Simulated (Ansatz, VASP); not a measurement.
## Two plane-wave programs on Rh

Contents of INCAR:

```
SYSTEM = Rh
  PREC = Accurate
  ENCUT = 520
  EDIFF = 1E-6
  ISMEAR = 0
  SIGMA = 0.15
  LREAL = .False.
  LASPH = .True.
  NELM = 80
  ALGO = Fast
  ISIF = 2
  LWAVE = .False.
  LCHARG = .False.
  GGA = PE
  NBANDS = 14
```

Contents of KPOINTS:

```
Automatic mesh
0
Gamma
  26 26 26
  0 0 0
```

The input POSCAR:

```
Rh
1.0
    0.0000000000      2.0825248850      1.9149654115
    1.9149654115      0.0000000000      1.9149654115
    1.9149654115      2.0825248850      0.0000000000
Rh
1
Direct
    0.0000000000      0.0000000000      0.0000000000
```

Input for Ansatz:

```yaml
crystal:
  lattice:
    - [0.0, 2.082524885, 1.9149654115]
    - [1.9149654115, 0.0, 1.9149654115]
    - [1.9149654115, 2.082524885, 0.0]
  atoms:
    - { symbol: Rh, position: [0.0, 0.0, 0.0] }
basis:
  ecutwfc: 420
kpoints:
  mp_grid: { grid: [26, 26, 26] }
hamiltonian:
  xc: pbe
scf:
  occupations: { method: gaussian, width: 0.15 }
output:
  forces: true
  stress: true
  eigenvalues: true
```

Change from the starting cell: strain +0.0875 x Voigt [0, 1, 0, 0, 0, 0], atoms carried along.

Alike in both runs: task single point; functional PBE; k mesh 26 × 26 × 26; occupations gaussian, width 0.15 eV; no spin polarisation.

|  | VASP | Ansatz |
| --- | --- | --- |
| version | VASP 6.6.1 | Ansatz 0.2.0 |
| potentials or method | VASP PAW PBE potentials, release 64 (Rh_pv), cutoff 520 eV | scalar-relativistic, plane waves, PAW |
| valence electrons in the cell | 15 | 17 |

```tsv
	VASP	Ansatz	Ansatz less VASP
gap on the k mesh at the Fermi level (eV)	none	none	-
pressure (GPa)	-16.3	-16.3	+0.03
traceless stress, the component that is largest in VASP (GPa)	-10.17	-10.19	-0.028
```

A gap of «none» marks a metal or a gap that the smearing closes. VASP's potentials hold 15 valence electrons a cell and Ansatz's 17, so a difference there can come from the potentials and not from the codes.
